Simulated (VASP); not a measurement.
The system is CeO2.

```xyz
3
Lattice="0.0000 2.7216 2.7216 2.7216 0.0000 2.7216 2.7216 2.7216 0.0000" Properties=species:S:1:pos:R:3 pbc="T T T"
Ce    0.0000    0.0000    0.0000
O     4.0823    4.0823    4.0823
O     1.3608    1.3608    1.3608
```

Base run:

```yaml
Program: VASP 6.6.1
Functional: r2SCAN
Potentials_or_basis: VASP PAW PBE potentials, release 64 (Ce, O)
Cutoff: 520 eV
k_mesh: 9 × 9 × 9
Occupations: fermi-dirac, width 0.05 eV
Spin: collinear spin, ferromagnetic start
Starting_moments: "[1.0, 0.0, 0.0] μB"
```

Its results: band gap on the k mesh 2.21 eV (least direct gap 2.28 eV); pressure -0.8 GPa; net moment 0.00 μB per cell.

The run is repeated on the same cell with these changes: functional from r2SCAN to LDA; potentials or basis from VASP PAW PBE potentials, release 64 (Ce, O) to VASP PAW LDA potentials, release 64 (Ce, O). What comes out?

Band gap on the k mesh 1.88 eV (least direct gap 1.94 eV); pressure -8.2 GPa; net moment 0.00 μB per cell.

Caveats: the magnetic or orbital state may not be the lowest; the moments typed at the start vanished in this run; spin-orbit coupling is left out, which moves the levels of the heavy elements; an odd mesh through Γ misses points on the zone boundary, where band edges can lie; the PAW data sets were made with another functional, which shifts forces and pressure a little (at least some runs); the cell stands under tension (at least some runs).
